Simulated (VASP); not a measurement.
Write the native input for VASP 6.6.1 that does the following.

```
Task                   : single point
Functional             : PBE
Dispersion             : D3(BJ)
Potentials or basis    : VASP PAW PBE potentials, release 64 (Sc_sv)
Cutoff                 : 520 eV
k mesh                 : 10 × 10 × 10
Occupations            : tetrahedron
Spin                   : no spin polarisation
Dipole correction      : no
Further INCAR settings : ALGO = Fast; EDIFF = 1e-06; NBANDS = 12
```

The structure of Sc lies in POSCAR:

```
Sc
1.0
    3.1961226500      0.0000000000      0.0000000000
    1.5980613250      2.7679234085      0.0000000000
    1.5980613250      0.9226411362      2.6096232160
Sc
1
Direct
    0.0000000000      0.0000000000      0.0000000000
```

The input as run:

INCAR

```
SYSTEM = Sc
  ALGO = Fast
  EDIFF = 1E-6
  ENCUT = 520
  GGA = PE
  ISIF = 2
  ISMEAR = -5
  IVDW = 12
  LASPH = .TRUE.
  LCHARG = .TRUE.
  LELF = .TRUE.
  LREAL = .FALSE.
  LVHAR = .TRUE.
  LWAVE = .FALSE.
  NBANDS = 12
  NELM = 60
  PREC = Accurate
  SIGMA = 0.1
```

KPOINTS

```
k-points
0
G
  10 10 10
  0 0 0
```

Potentials or basis: VASP PAW PBE potentials, release 64 (Sc_sv).

Run with:

```bash
$ cat potpaw_PBE.64/Sc_sv/POTCAR > POTCAR
$ mpirun -np 1 vasp_std > vasp.out
```

It gave:

The pressure is 0.7 GPa and the dispersion energy per atom is -0.415 eV.

Caveat: pairwise dispersion overbinds metals, which lowers pressure and volume; tetrahedron occupations give inexact forces and stress in metals.

Wall time 9.1 s on 1 thread of Intel Xeon 6975P-C, with other jobs on the host, peak memory 0.15 GiB.
